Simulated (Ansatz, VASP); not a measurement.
**Two plane-wave programs on Rb**

```
Rb
1.0
    -2.88263    2.88263    2.69405
     2.88263   -2.88263    2.69405
     2.78834    2.78834   -2.69405
Rb
1
Direct
  0.00000 0.00000 0.00000
```

Change from the starting cell: engineering shear strain xy -0.0350, equal normal strain along x and y +0.0525.

Alike in both runs: task single point; functional LDA; k mesh 12 × 12 × 12; occupations gaussian, width 0.15 eV; no spin polarisation.

|  | VASP | Ansatz |
| --- | --- | --- |
| version | VASP 6.6.1 | Ansatz 0.2.0 |
| potentials or method | VASP PAW LDA potentials, release 64 (Rb_sv), cutoff 520 eV | scalar-relativistic, plane waves, PAW |
| valence electrons in the cell | 9 | 9 |

```tsv
	VASP	Ansatz	Ansatz less VASP
gap on the k mesh at the Fermi level (eV)	none	none	-
pressure (GPa)	-0.3	-0.3	0.00
traceless stress, the component that is largest in VASP (GPa)	0.06	0.06	0.000
```

LDA's correlation is that of Perdew and Zunger in VASP and of Perdew and Wang (1992) in Ansatz. A gap of «none» marks a metal or a gap that the smearing closes.
